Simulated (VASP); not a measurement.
Write the native input for VASP 6.6.1 that does the following.

| Property | Result |
| --- | --- |
| Task | single point |
| Functional | PBE |
| Potentials or basis | VASP PAW PBE potentials, release 64 (Mg, F) |
| Cutoff | 600 eV |
| k mesh | 6 × 6 × 8 |
| Occupations | gaussian, width 0.02 eV |
| Spin | no spin polarisation |
| Dipole correction | no |
| Further INCAR settings | ALGO = Normal; EDIFF = 1e-06; NBANDS = 25 |

The structure of MgF2 lies in POSCAR:

```
MgF2
1.0
    4.8385084800      0.0000000000      0.0000000000
    0.0000000000      4.8385084800      0.0000000000
    0.0000000000      0.0000000000      3.0425748618
Mg F
2 4
Direct
    0.5000000000      0.5000000000      0.5000000000
    0.0000000000      0.0000000000      0.0000000000
    0.6952351641      0.6952351641      0.0000000000
    0.8047648359      0.1952351641      0.5000000000
    0.3047648359      0.3047648359      0.0000000000
    0.1952351641      0.8047648359      0.5000000000
```

This cell differs from its parent crystal: biaxial strain in the a-b plane: +3.0 %, then relaxed in part.

The input as run:

INCAR

```
SYSTEM = MgF2
ALGO     = Normal         ! electronic algorithm
EDIFF    = 1E-6           ! SCF threshold, eV
ENCUT    = 600            ! plane-wave cutoff, eV
GGA      = PE             ! functional
GGA_COMPAT= .FALSE.      
ISIF     = 2              ! what is computed and relaxed
ISMEAR   = 0              ! smearing method
LASPH    = .TRUE.         ! aspherical terms in the spheres
LCHARG   = .TRUE.         ! write CHGCAR
LELF     = .TRUE.         ! ELF
LREAL    = .FALSE.        ! projectors in reciprocal space
LVHAR    = .TRUE.       
LWAVE    = .FALSE.        ! write WAVECAR
NBANDS   = 25             ! bands
NELM     = 120            ! most SCF steps
PREC     = Accurate       ! precision mode
SIGMA    = 0.02           ! smearing width, eV
```

KPOINTS

```
k-points
0
G
  6 6 8
  0 0 0
```

Potentials or basis: VASP PAW PBE potentials, release 64 (Mg, F).

Launch:

```console
$ cat potpaw_PBE.64/Mg/POTCAR potpaw_PBE.64/F/POTCAR > POTCAR
$ mpirun -np 1 vasp_std > vasp.out
```

It gave:

```json
{"Pressure": "-3.9 GPa", "Largest force": "0.003 eV/Å", "Band gap on the k mesh": "6.58 eV, direct"}
```

Caveat: the cell differs from its parent crystal (biaxial strain in the a-b plane: +3.0 %, then relaxed in part).

Run time: 58 s on 1 thread of Intel(R) Xeon(R) Platinum 8259CL CPU @ 2.50GHz (Skylake/Cascade Lake), with other jobs on the host, peak memory 0.24 GiB.
